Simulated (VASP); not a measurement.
# K (Fm-3m) in VASP: further runs

K is run at these levels: LDA; tasks: single point.

Everything below comes from runs of VASP 6.6.1. Logs are shortened: lines on timing, memory, paths and dates and some standing lists are left out, and cuts for length are marked.

## Step 1: The cell of the first run

It takes space group Fm-3m (No. 225, cubic). The conventional cell has a = 4.874 Å, b = 4.874 Å, c = 4.874 Å, α = 90.00°, β = 90.00°, γ = 90.00°. Within 4.5 Å of K (site symmetry m-3m) lie 12 K at 3.45 Å.

This isn't the form of K at room conditions, which is bcc.

## Step 2: Single point, LDA (28.95 Å³/atom)

File INCAR:

```
SYSTEM = K
PREC     = Accurate       ! precision mode
ENCUT    = 520            ! plane-wave cutoff, eV
EDIFF    = 1E-6           ! SCF threshold, eV
ISMEAR   = -1             ! smearing method
SIGMA    = 0.08           ! smearing width, eV
LREAL    = .FALSE.        ! projectors in reciprocal space
LASPH    = .TRUE.         ! aspherical terms in the spheres
NELM     = 100            ! most SCF steps
ALGO     = Normal         ! electronic algorithm
ISIF     = 2              ! what is computed and relaxed
LWAVE    = .FALSE.        ! write WAVECAR
LCHARG   = .FALSE.        ! write CHGCAR
GGA      = CA             ! functional
NBANDS   = 10             ! bands
```

File KPOINTS:

```
Automatic mesh
0
G
  12 12 12
  0 0 0
```

File POSCAR:

```
K
1.0
    0.0000000000      2.4370804012      2.4370804012
    2.4370804012      0.0000000000      2.4370804012
    2.4370804012      2.4370804012      0.0000000000
K
1
Direct
    0.0000000000      0.0000000000      0.0000000000
```

Potentials or basis: VASP PAW LDA potentials, release 64 (K_sv).

Started as:

```console
$ cat potpaw_LDA.64/K_sv/POTCAR > POTCAR
$ mpirun -np 1 vasp_std > vasp.out
```

OUTCAR:

```text
SYSTEM = K
   PREC = Accurate
   ENCUT = 520
   EDIFF = 1E-6
   ISMEAR = -1
   LREAL = .FALSE.
   LASPH = .TRUE.
   NELM = 100
   ISIF = 2
   GGA = CA

 ion  position               nearest neighbor table
   1  0.000  0.000  0.000-

  LATTYP: Found a face centered cubic cell.
 ALAT       =     4.8741608024

  Lattice vectors:

 A1 = (   0.0000000000,   2.4370804012,   2.4370804012)
 A2 = (   2.4370804012,   0.0000000000,   2.4370804012)
 A3 = (   2.4370804012,   2.4370804012,   0.0000000000)

Analysis of symmetry for initial positions (statically):
=====================================================================
 Subroutine PRICEL returns:
 Original cell was already a primitive cell.

 Routine SETGRP: Setting up the symmetry group for a
 face centered cubic supercell.

 Subroutine GETGRP returns: Found 48 space group operations
 (whereof 48 operations were pure point group operations)
 out of a pool of 48 trial point group operations.

The static configuration has the point symmetry O_h .

Analysis of symmetry for dynamics (positions and initial velocities):
=====================================================================
 Subroutine PRICEL returns:
 Original cell was already a primitive cell.

 Routine SETGRP: Setting up the symmetry group for a
 face centered cubic supercell.

 Subroutine GETGRP returns: Found 48 space group operations
 (whereof 48 operations were pure point group operations)
 out of a pool of 48 trial point group operations.

The dynamic configuration has the point symmetry O_h .

 Subroutine INISYM returns: Found 48 space group operations
 (whereof 48 operations are pure point group operations),
 and found     1 'primitive' translations

----------------------------------------------------------------------------------------

                                     Primitive cell

  volume of cell :      28.9494

  direct lattice vectors                    reciprocal lattice vectors
     0.000000000  2.437080401  2.437080401    -0.205163523  0.205163523  0.205163523
     2.437080401  0.000000000  2.437080401     0.205163523 -0.205163523  0.205163523
     2.437080401  2.437080401  0.000000000     0.205163523  0.205163523 -0.205163523

  length of vectors
     3.446552156  3.446552156  3.446552156     0.355353645  0.355353645  0.355353645

  position of ions in fractional coordinates (direct lattice)
     0.000000000  0.000000000  0.000000000

  ion indices of the primitive-cell ions
   primitive index   ion index
                 1           1

----------------------------------------------------------------------------------------

 KPOINTS: Automatic mesh

Automatic generation of k-mesh.
 Grid dimensions read from file:
 generate k-points for:   12   12   12

 Generating k-lattice:

  Cartesian coordinates                     Fractional coordinates (reciprocal lattice)
    -0.017096960  0.017096960  0.017096960     0.083333333  0.000000000  0.000000000
     0.017096960 -0.017096960  0.017096960     0.000000000  0.083333333  0.000000000
     0.017096960  0.017096960 -0.017096960     0.000000000  0.000000000  0.083333333

  Length of vectors
     0.029612804  0.029612804  0.029612804

  Shift w.r.t. Gamma in fractional coordinates (k-lattice)
     0.000000000  0.000000000  0.000000000

 Subroutine IBZKPT returns following result:
 ===========================================

 Found     72 irreducible k-points:

 Following reciprocal coordinates:
            Coordinates               Weight
  0.000000  0.000000  0.000000      1.000000
  0.083333  0.000000  0.000000      8.000000
  0.166667  0.000000  0.000000      8.000000
  0.250000  0.000000  0.000000      8.000000
  0.333333  0.000000  0.000000      8.000000
  0.416667  0.000000  0.000000      8.000000
[... 16 lines left out ...]
  0.500000  0.166667  0.000000     24.000000
 -0.416667  0.166667  0.000000     24.000000
 [... further k-points ...]
   k-points           NKPTS =     72   k-points in BZ     NKDIM =     72   number of bands    NBANDS=     10
   number of dos      NEDOS =    301   number of ions     NIONS =      1
   total plane-waves  NPLWV =  21952
   dimension x,y,z NGX =    28 NGY =   28 NGZ =   28
   dimension x,y,z NGXF=    56 NGYF=   56 NGZF=   56
   ions per type =               1
   NGX,Y,Z   is equivalent  to a cutoff of  13.51, 13.51, 13.51 a.u.
   NGXF,Y,Z  is equivalent  to a cutoff of  27.01, 27.01, 27.01 a.u.
 SYSTEM =  K
   PREC   = accura    normal or accurate (medium, high low for compatibility)
   ISTART =      0    job   : 0-new  1-cont  2-samecut
   ICHARG =      2    charge: 1-file 2-atom 10-const
   ISPIN  =      1    spin polarized calculation?
   LNONCOLLINEAR =      F non collinear calculations
   LSORBIT =      F    spin-orbit coupling
   LASPH  =      T    aspherical Exc in radial PAW
   ENCUT  =  520.0 eV  38.22 Ry    6.18 a.u.   6.41  6.41  6.41*2*pi/ulx,y,z
   NELM   =    100;   NELMIN=  2; NELMDL= -5     # of ELM steps
   EDIFF  = 0.1E-05   stopping-criterion for ELM
   LREAL  =      F    real-space projection
   EDIFFG = 0.1E-04   stopping-criterion for IOM
   NSW    =      0    number of steps for IOM
   IBRION =     -1    ionic relax: 0-MD 1-quasi-New 2-CG
   NFREE  =      0    steps in history (QN), initial steepest desc. (CG)
   ISIF   =      2    stress and relaxation
   ISYM   =      2    0-nonsym 1-usesym 2-fastsym
   POTIM  = 0.5000    time-step for ionic-motion
   TEBEG  =    0.0;   TEEND  =   0.0 temperature during run
   PSTRESS=    0.0 pullay stress
   NELECT =       9.0000    total number of electrons
   NUPDOWN=      -1.0000    fix difference up-down
   EMIN   =  10.00;   EMAX   =-10.00  energy-range for DOS
   EFERMI =   0.00;   METHOD = LEGACY
   ISMEAR =    -1;   SIGMA  =   0.08  broadening in eV -4-tet -1-fermi 0-gaus
   EFERMI_NEDOS =   21; number of points for ismear=-14 and -15
   IALGO  =     38    algorithm
   IMIX   =      4    mixing-type and parameters
     AMIX     =   0.40;   BMIX     =  1.00
     AMIX_MAG =   1.60;   BMIX_MAG =  1.00
  volume/ion in A,a.u.               =      28.95       195.36
  Fermi-wavevector in a.u.,A,eV,Ry     =   1.109028  2.095759 16.734389  1.229943
  Thomas-Fermi vector in A             =   2.245562
   LORBIT       =      0    0 simple, 1 ext, 2 COOP (PROOUT), +10 PAW based schemes
   GGA     = CA    functional components
   LHFCALC =     F    Hartree Fock is set to
   AEXX    =    0.0000 exact exchange contribution
   IVDW    =     0    specifies the selected vdW correction
   LEPSILON=     F    determine dielectric tensor
   LRPA    =     F    only Hartree local field effects (RPA)
 non-spin polarized calculation
  energy-cutoff  :      520.00
  volume of cell :       28.95
 maximum number of plane-waves:       797
 NGX is ok and might be reduce to    28
   NGX = 13   NGY = 13   NGZ = 13

 number of electron       9.0000000 magnetization

 Free energy of the ion-electron system (eV)
  ---------------------------------------------------
  ext. energy  EPLUGINS =         0.00000000
  ---------------------------------------------------
  free energy    TOTEN  =        -0.29152825 eV

  energy without entropy =       -0.26787456  energy(sigma->0) =       -0.27970140

 E-fermi :   3.0194     XC(G=0):  -8.8846

 val. band max:        3.0095619291   @ k =  -0.3333   0.1667   0.0000
 cond. band min:       3.0414044147   @ k =  -0.2500   0.2500   0.0000
 fundamental gap:      0.0318424855
 Fermi energy:         3.0193759351

 k-point     1 :       0.0000    0.0000    0.0000
  band No.  band energies     occupation
      1     -29.0848      2.00000
      2     -12.2262      2.00000
      3     -12.2262      2.00000
      4     -12.2262      2.00000
      5      -0.4327      2.00000
      6       7.4497      0.00000
      7       7.4497      0.00000
      8       7.4497      0.00000
      9       9.8155      0.00000
     10       9.8155      0.00000

 k-point     2 :       0.0833    0.0000    0.0000
  band No.  band energies     occupation
      1     -29.0717      2.00000
      2     -12.3158      2.00000
      3     -12.2355      2.00000
      4     -12.2355      2.00000
      5      -0.2313      2.00000
      6       7.1672      0.00000
      7       7.5378      0.00000
      8       7.5378      0.00000
      9       9.6816      0.00000
     10       9.6816      0.00000

 k-point     3 :       0.1667    0.0000    0.0000
  band No.  band energies     occupation
      1     -29.0357      2.00000
      2     -12.5520      2.00000
      3     -12.2607      2.00000
      4     -12.2607      2.00000
      5       0.3274      2.00000
      6       6.5395      0.00000
      7       7.7014      0.00000
      8       7.7014      0.00000
      9       9.4906      0.00000
     10       9.4906      0.00000

 k-point     4 :       0.2500    0.0000    0.0000
  band No.  band energies     occupation
      1     -28.9859      2.00000
      2     -12.8573      2.00000
      3     -12.2948      2.00000
      4     -12.2948      2.00000
      5       1.1200      2.00000
      6       5.8856      0.00000
      7       7.6624      0.00000
      8       7.6624      0.00000
      9       9.6935      0.00000
     10       9.6935      0.00000
[... 222 lines left out ...]
 k-point    22 :       0.4167    0.1667    0.0000
  band No.  band energies     occupation
      1     -28.8946      2.00000
      2     -13.1775      2.00000
      3     -12.4845      2.00000
      4     -12.4303      2.00000
      5       2.6886      1.96847
      6       4.9861      0.00000
      7       6.4285      0.00000
      8       7.9600      0.00000
      9      10.2701      0.00000
     10      11.3897      0.00000

 k-point    23 :       0.5000    0.1667    0.0000
  band No.  band energies     occupation
      1     -28.8683      2.00000
      2     -13.2960      2.00000
      3     -12.5462      2.00000
      4     -12.4278      2.00000
      5       3.3139      0.04913
      6       4.6520      0.00000
      7       6.3798      0.00000
      8       7.7519      0.00000
      9      11.1758      0.00000
     10      11.5454      0.00000

 k-point    24 :      -0.4167    0.1667    0.0000
  band No.  band energies     occupation
      1     -28.8648      2.00000
      2     -13.3063      2.00000
      3     -12.5855      2.00000
      4     -12.4033      2.00000
      5       3.4748      0.00672
      6       4.6226      0.00000
      7       6.3404      0.00000
      8       7.6622      0.00000
      9      10.9863      0.00000
     10      11.8327      0.00000

 [... further k-points ...]

------------------------ aborting loop because EDIFF is reached ----------------------------------------

  FORCE on cell =-STRESS in cart. coord.  units (eV):
  Direction    XX          YY          ZZ          XY          YZ          ZX
  --------------------------------------------------------------------------------------
  -------------------------------------------------------------------------------------
  Total        2.4818161      2.4818161      2.4818161     -0.0000000      0.0000000     -0.0000000
  in kB      137.3537798    137.3537798    137.3537798     -0.0000000      0.0000000     -0.0000000
  external PRESSURE =     137.3537798 kB  Pullay stress =       0.0000000 kB

 VOLUME and BASIS-vectors are now :
 -----------------------------------------------------------------------------
  energy-cutoff  :      520.00
  volume of cell :       28.95
      direct lattice vectors                 reciprocal lattice vectors
     0.000000000  2.437080401  2.437080401    -0.205163523  0.205163523  0.205163523
     2.437080401  0.000000000  2.437080401     0.205163523 -0.205163523  0.205163523
     2.437080401  2.437080401  0.000000000     0.205163523  0.205163523 -0.205163523

 POSITION                                       TOTAL-FORCE (eV/Angst)
 -----------------------------------------------------------------------------------
      0.00000      0.00000      0.00000        -0.000000      0.000000      0.000000
 -----------------------------------------------------------------------------------
    total drift:                               -0.000000     -0.000000     -0.000000

  FREE ENERGIE OF THE ION-ELECTRON SYSTEM (eV)
  ---------------------------------------------------
  free  energy   TOTEN  =        -0.2915282460 eV

  energy  without entropy=       -0.2678745572  energy(sigma->0) =       -0.27970140
```

Run time: 20 s. Hardware: 1 thread of Intel Xeon Platinum 8259CL at 2.50GHz (Skylake/Cascade Lake), shared host; peak memory 0.15 GiB.

What came out:

| Property | Result |
| --- | --- |
| Free energy | -0.2915 eV |
| Pressure | 13.7 GPa |
| Band gap on the k mesh | zero (an odd number of electrons rules out a gap without spin polarisation) |

Levels at points of the mesh, in eV from the Fermi level:
| k point | band 1 | band 2 | band 3 | band 4 | band 5 | band 6 | band 7 | band 8 | band 9 | band 10 |
| --- | --- | --- | --- | --- | --- | --- | --- | --- | --- | --- |
| (0.00, 0.00, 0.00) | -32.10 | -15.25 | -15.25 | -15.25 | -3.45 | 4.43 | 4.43 | 4.43 | 6.80 | 6.80 |
| (0.50, 0.00, 0.00) | -31.90 | -16.44 | -15.38 | -15.38 | -0.18 | 2.01 | 4.09 | 4.09 | 8.45 | 8.45 |
| (0.50, 0.50, 0.00) | -31.84 | -16.33 | -15.64 | -15.64 | -0.36 | 1.15 | 3.85 | 8.47 | 8.96 | 8.96 |

Caveat: the cell stands under pressure.

## Step 3: Single point, LDA (28.95 Å³/atom)

File INCAR:

```
SYSTEM = K
ALGO     = Normal         ! electronic algorithm
EDIFF    = 1E-7           ! SCF threshold, eV
ENCUT    = 520            ! plane-wave cutoff, eV
ISIF     = 2              ! what is computed and relaxed
ISMEAR   = -1             ! smearing method
LASPH    = .TRUE.         ! aspherical terms in the spheres
LCHARG   = .FALSE.        ! write CHGCAR
LREAL    = .FALSE.        ! projectors in reciprocal space
LWAVE    = .FALSE.        ! write WAVECAR
NBANDS   = 10             ! bands
NELM     = 100            ! most SCF steps
PREC     = Accurate       ! precision mode
SIGMA    = 0.08           ! smearing width, eV
```

File KPOINTS:

```
k-points
0
G
  12 12 12
  0 0 0
```

POSCAR is that of step 2.

Potentials or basis: VASP PAW LDA potentials, release 64 (K_sv).

Started as:

```console
$ cat potpaw_LDA.64/K_sv/POTCAR > POTCAR
$ mpirun -np 1 vasp_std > vasp.out
```

Wall time 24 s (1 thread of Intel Xeon Platinum 8259CL at 2.50GHz (Skylake/Cascade Lake), shared host); peak memory 0.15 GiB.

Results (log left out):

| Item | Value |
| --- | --- |
| Free energy | -0.2915 eV |
| Pressure | 13.7 GPa |
| Band gap on the k mesh | zero (an odd number of electrons rules out a gap without spin polarisation) |

Levels at points of the mesh, in eV from the Fermi level:
```csv
k point,band 2,band 3,band 4,band 5,band 6,band 7,band 8,band 9
"(0.00, 0.00, 0.00)",-15.25,-15.25,-15.25,-3.45,4.43,4.43,4.43,6.80
"(0.50, 0.00, 0.00)",-16.44,-15.38,-15.38,-0.18,2.01,4.09,4.09,8.45
"(0.50, 0.50, 0.00)",-16.33,-15.64,-15.64,-0.36,1.15,3.85,8.47,8.96
```

Caveat: the cell stands under pressure.

## Step 4: Single point, LDA (28.95 Å³/atom)

File INCAR:

```
ALGO = Normal
EDIFF = 1E-6
ENCUT = 520
GGA = CA
ISIF = 2
ISMEAR = -1
LASPH = T
LCHARG = F
LREAL = F
LWAVE = F
NBANDS = 10
NELM = 100
PREC = Accurate
SIGMA = 0.08
```

File KPOINTS:

```
k-points
0
Gamma
  12 12 12
```

POSCAR is that of step 3.

Started as:

```console
$ cat potpaw_LDA.64/K_sv/POTCAR > POTCAR
$ mpirun -np 1 vasp_std > vasp.out
```

It took 20 s on 1 thread of Intel Xeon Platinum 8259CL at 2.50GHz (Skylake/Cascade Lake), shared host; peak memory 0.14 GiB.

The run converged. Its results:

| Item | Value |
| --- | --- |
| Free energy | -0.2915 eV |
| Pressure | 13.7 GPa |
| Band gap on the k mesh | zero (an odd number of electrons rules out a gap without spin polarisation) |

Levels at points of the mesh, in eV from the Fermi level:
| k point | band 3 | band 4 | band 5 | band 6 | band 7 | band 8 |
| --- | --- | --- | --- | --- | --- | --- |
| (0.00, 0.00, 0.00) | -15.25 | -15.25 | -3.45 | 4.43 | 4.43 | 4.43 |
| (0.50, 0.00, 0.00) | -15.38 | -15.38 | -0.18 | 2.01 | 4.09 | 4.09 |
| (0.50, 0.50, 0.00) | -15.64 | -15.64 | -0.36 | 1.15 | 3.85 | 8.47 |

Caveat: the cell stands under pressure.

## Step 5: Single point, LDA (33.45 Å³/atom)

This run uses another cell than the first one, of 33.45 Å³/atom.

File INCAR:

```
SYSTEM = K
  PREC = Accurate
  ENCUT = 520
  EDIFF = 1E-6
  ISMEAR = -1
  SIGMA = 0.08
  LREAL = .False.
  LASPH = .True.
  NELM = 80
  ALGO = Normal
  ISIF = 2
  LWAVE = .False.
  LCHARG = .False.
  GGA = CA
  NBANDS = 10
```

File KPOINTS:

```
regular mesh
0
Gamma
  12 12 12
  0 0 0
```

File POSCAR:

```
K
1.0
    0.0000000000      2.5574086735      2.5574086735
    2.5574086735      0.0000000000      2.5574086735
    2.5574086735      2.5574086735      0.0000000000
K
1
Direct
    0.0000000000      0.0000000000      0.0000000000
```

Started as:

```console
$ cat potpaw_LDA.64/K_sv/POTCAR > POTCAR
$ mpirun -np 1 vasp_std > vasp.out
```

It took 18 s on 1 thread of Intel Xeon Platinum 8259CL at 2.50GHz (Skylake/Cascade Lake), shared host; peak memory 0.15 GiB.

Results (log left out):

- Free energy: -0.6145 eV
- Pressure: 9.4 GPa
- Band gap on the k mesh: zero (an odd number of electrons rules out a gap without spin polarisation)

Levels at points of the mesh, in eV from the Fermi level:
```tsv
k point	band 1	band 2	band 3	band 4	band 5	band 6	band 7	band 8	band 9	band 10
(0.00, 0.00, 0.00)	-31.90	-15.25	-15.25	-15.25	-3.35	4.45	4.45	4.45	6.57	6.57
(0.50, 0.00, 0.00)	-31.78	-16.07	-15.34	-15.34	-0.06	1.54	4.14	4.14	8.03	8.03
(0.50, 0.50, 0.00)	-31.74	-16.00	-15.52	-15.52	-0.03	1.47	3.16	8.04	8.47	8.48
```

Caveat: the cell stands under pressure.
